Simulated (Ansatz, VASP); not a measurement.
# Two plane-wave programs on ZrB2

The input POSCAR:

```
ZrB2
1.0
    3.1674729229      0.0000000000      0.0000000000
   -1.5837364615      2.7431120171      0.0000000000
    0.0000000000      0.0000000000      3.5514025452
Zr B
1 2
Direct
    0.0000000000      0.0000000000      0.0000000000
    0.3333333333      0.6666666667      0.5000000000
    0.6666666667      0.3333333333      0.5000000000
```

INCAR.step1

```
PREC     = Accurate       # precision mode
ENCUT    = 600            # plane-wave cutoff, eV
ISMEAR   = -1             # smearing method
SIGMA    = 0.15           # smearing width, eV
LREAL    = False          # projectors in reciprocal space
LASPH    = True           # aspherical terms in the spheres
NELM     = 60             # most SCF steps
GGA      = PE             # functional
ALGO     = Normal         # electronic algorithm
EDIFF    = 1E-4           # SCF threshold, eV
LWAVE    = True           # write WAVECAR
LCHARG   = False          # write CHGCAR
```

File INCAR.step2:

```
PREC     = Accurate       # precision mode
ENCUT    = 600            # plane-wave cutoff, eV
EDIFF    = 1E-6           # SCF threshold, eV
ISMEAR   = -1             # smearing method
SIGMA    = 0.15           # smearing width, eV
LREAL    = False          # projectors in reciprocal space
LASPH    = True           # aspherical terms in the spheres
NELM     = 60             # most SCF steps
ALGO     = Normal         # electronic algorithm
ISIF     = 3              # what is computed and relaxed
LWAVE    = False          # write WAVECAR
LCHARG   = False          # write CHGCAR
METAGGA  = R2SCAN         # meta-GGA
LMIXTAU  = True         
IBRION   = 2              # ionic algorithm
NSW      = 80             # ionic steps
EDIFFG   = -0.001         # ionic threshold
ISTART   = 1
```

The input KPOINTS:

```
regular mesh
0
Gamma
  21 21 16
```

Input for Ansatz:

```yaml
crystal:
  lattice:
    - [3.1674729229, 0.0, 0.0]
    - [-1.5837364615, 2.7431120171, 0.0]
    - [0.0, 0.0, 3.5514025452]
  atoms:
    - { symbol: Zr, position: [0.0, 0.0, 0.0] }
    - { symbol: B, position: [0.3333333333, 0.6666666667, 0.5] }
    - { symbol: B, position: [0.6666666667, 0.3333333333, 0.5] }
basis:
  ecutwfc: 600.0
kpoints:
  mp_grid: { grid: [21, 21, 16] }
hamiltonian:
  xc: r2scan
  pseudopotentials: { kind: paw, azcp: { folder: soft_1 } }
scf:
  occupations: { method: fermi_dirac, width: 0.15 }
output:
  forces: true
  stress: true
  eigenvalues: true
relax:
  adjacent_minimum: "off"
  f_tol: 0.001
  max_steps: 60
  cell: { stress_tol: 0.01 }
```

Alike in both runs: task relaxation of cell and atoms; functional r2SCAN; k mesh 21 × 21 × 16; occupations fermi-dirac, width 0.15 eV; no spin polarisation.

|  | VASP | Ansatz |
| --- | --- | --- |
| version | VASP 6.6.1 | Ansatz 0.2.0 |
| potentials or method | VASP PAW PBE potentials, release 64 (Zr_sv, B), cutoff 600 eV | scalar-relativistic, plane waves, PAW |
| valence electrons in the cell | 18 | 18 |

|  | VASP | Ansatz | Ansatz less VASP |
| --- | --- | --- | --- |
| gap on the k mesh at the Fermi level, each at its own relaxed structure (eV) | none | none | - |
| relaxed volume (Å³/atom) | 10.29 | 10.29 | -0.002 |
| relaxed length of the cell vector where the two differ most in proportion (Å) | 3.168 | 3.168 | -0.0003 |

VASP's potentials were made for PBE, not for r2SCAN. A gap of «none» marks a metal or a gap that the smearing closes.
